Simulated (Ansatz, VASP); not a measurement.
TiAl: VASP beside Ansatz

```xyz
2
Lattice="2.7478 0.0103 -0.0048 -1.3650 2.3642 0.0000 -0.0079 -0.0046 4.7541" Properties=species:S:1:pos:R:3 pbc="T T T"
Ti    0.1930    0.1114   -0.0954
Al   -0.1910    1.4658    2.4708
```

Alike in both runs: task single point; functional PBEsol; k mesh 16 × 16 × 8; occupations gaussian, width 0.1 eV; no spin polarisation.

```csv
,VASP,Ansatz
version,VASP 6.6.1,Ansatz 0.2.0
potentials or method,"VASP PAW PBE potentials, release 64 (Ti_sv, Al), cutoff 520 eV","scalar-relativistic, plane waves, PAW"
valence electrons in the cell,15,15
```

```csv
,VASP,Ansatz,Ansatz less VASP
gap on the k mesh at the Fermi level (eV),none,none,-
pressure (GPa),8.1,8.2,+0.09
"traceless stress, the component that is largest in VASP (GPa)",-7.07,-7.07,-0.004
rms of the force components (eV/Å),0.890,0.888,-0.0012
```

VASP's potentials were made for PBE, not for PBEsol. Atom by atom the forces differ by 0.001 eV/Å (rms over components). A gap of «none» marks a metal or a gap that the smearing closes. Ansatz's warnings: near symmetry operations not taken.
